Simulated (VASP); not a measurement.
KZrF4:

```
K Zr F
1.0
     4.09609   -4.09609    0.00000
     4.09609    4.09609    0.00000
     0.00000    0.00000    3.76528
K Zr F
1 1 4
Direct
  0.50000 0.50000 0.50000
  0.00000 0.00000 0.00000
  0.69500 0.30500 0.00000
  0.30500 0.69500 0.00000
  0.80500 0.80500 0.50000
  0.19500 0.19500 0.50000
```

| Quantity | Value |
| --- | --- |
| Program | VASP 6.6.1 |
| Task | relaxation of cell and atoms |
| Functional | PBE |
| Potentials or basis | VASP PAW PBE potentials, release 64 (K_sv, Zr_sv, F) |
| Cutoff | 600 eV |
| k mesh | 4 × 4 × 4 |
| Occupations | gaussian, width 0.1 eV |
| Spin | no spin polarisation |

At the start: pressure -10.2 GPa; volume 21.06 Å³/atom.

Problem. Where does the relaxation end?

Solution. Over 20 steps the energy falls by 528.1 meV/atom and the volume is 19.02 Å³/atom (-9.7 %); space group Cmmm (No. 65, to 0.1 Å) before and after.

Step by step:
```csv
step,energy change (eV),largest force (eV/Å),pressure (GPa),volume (Å³)
1,0.0000,3.3208,-10.23,126.35
2,-2.5059,2.3813,-0.05,103.21
3,-2.5929,1.3450,5.72,98.29
4,-2.6012,1.5987,4.41,99.26
5,-2.9086,0.4176,3.96,103.51
6,-2.9264,0.8513,4.16,104.91
7,-3.1111,0.4485,-0.56,111.99
8,-3.1153,0.4651,-1.32,113.45
9,-3.1431,0.2948,-0.65,113.42
10,-3.1544,0.0856,0.16,113.37
11,-3.1594,0.0969,0.30,113.63
12,-3.1603,0.1973,0.39,113.78
13,-3.1638,0.1342,0.02,114.37
14,-3.1649,0.0932,-0.29,114.89
15,-3.1663,0.0545,-0.20,114.67
16,-3.1670,0.0225,-0.07,114.39
17,-3.1677,0.0627,0.07,114.20
18,-3.1679,0.0954,0.17,114.04
19,-3.1684,0.0725,0.11,114.06
20,-3.1689,0.0396,0.02,114.09
```

Final structure:
```yaml
crystal:
  lattice:
    - [3.93488, -3.94844, 0.00000]
    - [3.93488, 3.94844, 0.00000]
    - [0.00000, 0.00000, 3.67178]
  atoms:
    - { symbol: K, position: [0.50000, 0.50000, 0.50000] }
    - { symbol: Zr, position: [0.00000, 0.00000, 0.00000] }
    - { symbol: F, position: [0.74452, 0.25548, 0.00000] }
    - { symbol: F, position: [0.25548, 0.74452, 0.00000] }
    - { symbol: F, position: [0.84577, 0.84577, 0.50000] }
    - { symbol: F, position: [0.15423, 0.15423, 0.50000] }
```

Caveat: the k points lie up to 0.43 Å⁻¹ apart in the final cell, too coarse for converged energies and pressures of a metal; an odd number of electrons without spin polarisation forces a metal; a magnetic or distorted state may lie lower.
